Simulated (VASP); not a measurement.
TaRh3, 4 atoms in the cell. Symmetry: Pm-3m, No. 221, cubic system. Conventional cell: a = 3.834 Å, b = 3.834 Å, c = 3.834 Å, α = 90.00°, β = 90.00°, γ = 90.00°. Within 3.6 Å of Ta (site symmetry m-3m) lie 12 Rh at 2.71 Å. Rh (site symmetry 4/mmm) has 4 Ta at 2.71 Å and 8 Rh at 2.71 Å within 3.6 Å. 

| Property | Result |
| --- | --- |
| Program | VASP 6.6.1 |
| Task | single point |
| Functional | LDA |
| Potentials or basis | VASP PAW LDA potentials, release 64 (Ta_pv, Rh_pv) |
| Cutoff | 520 eV |
| k mesh | 6 × 6 × 6 |
| Occupations | methfessel-paxton, width 0.1 eV |
| Spin | no spin polarisation |
| Dipole correction | no |
| Further INCAR settings | ALGO = Normal; EDIFF = 1e-07; NBANDS = 36 |

Potentials or basis: VASP PAW LDA potentials, release 64 (Ta_pv, Rh_pv).

Launch:

```sh
$ cat potpaw_LDA.64/Ta_pv/POTCAR potpaw_LDA.64/Rh_pv/POTCAR > POTCAR
$ mpirun -np 1 vasp_std > vasp.out
```

Hardware: 1 thread of Intel(R) Xeon(R) Platinum 8488C (Sapphire Rapids) (shared host).

Task: How long does it take, and how much memory?

Result: Run time: 30 s on 1 thread of Intel(R) Xeon(R) Platinum 8488C (Sapphire Rapids), on a shared host, peak memory 0.16 GiB. Counts: scf iterations 14, k points 20.
